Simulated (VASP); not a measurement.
A run of VASP 6.6.1:

INCAR

```
SYSTEM = Sc
ALGO = Normal ; EDIFF = 1E-8
ENCUT = 590 ; GGA = RE
GGA_COMPAT = .False. ; ISIF = 2
ISMEAR = 0 ; LASPH = .True.
LCHARG = .False. ; LREAL = .False.
LWAVE = .False. ; NBANDS = 24
NELM = 120 ; PREC = Accurate
SIGMA = 0.04
```

File KPOINTS:

```
Automatic mesh
0
Gamma
  20 20 20
  0 0 0
```

POSCAR

```
Sc
1.0
   -1.9172054859      1.9172054859      1.7004269700
    1.9172054859     -1.9172054859      1.7004269700
    1.9172054859      1.9172054859     -1.7004269700
Sc
1
Direct
    0.0000000000      0.0000000000      0.0000000000
```

Potentials or basis: VASP PAW PBE potentials, release 64 (Sc_sv).

Run with:

```console
$ cat potpaw_PBE.64/Sc_sv/POTCAR > POTCAR
$ mpirun -np 1 vasp_std > vasp.out
```

Hardware: 1 thread of Intel(R) Xeon(R) Platinum 8259CL CPU @ 2.50GHz (Skylake/Cascade Lake), on a shared host.

Question: Estimate the wall time of this run.

Answer: It took 6.9 min on 1 thread of Intel(R) Xeon(R) Platinum 8259CL CPU @ 2.50GHz (Skylake/Cascade Lake), on a shared host, peak memory 0.44 GiB. Counts: scf iterations 14, k points 641.
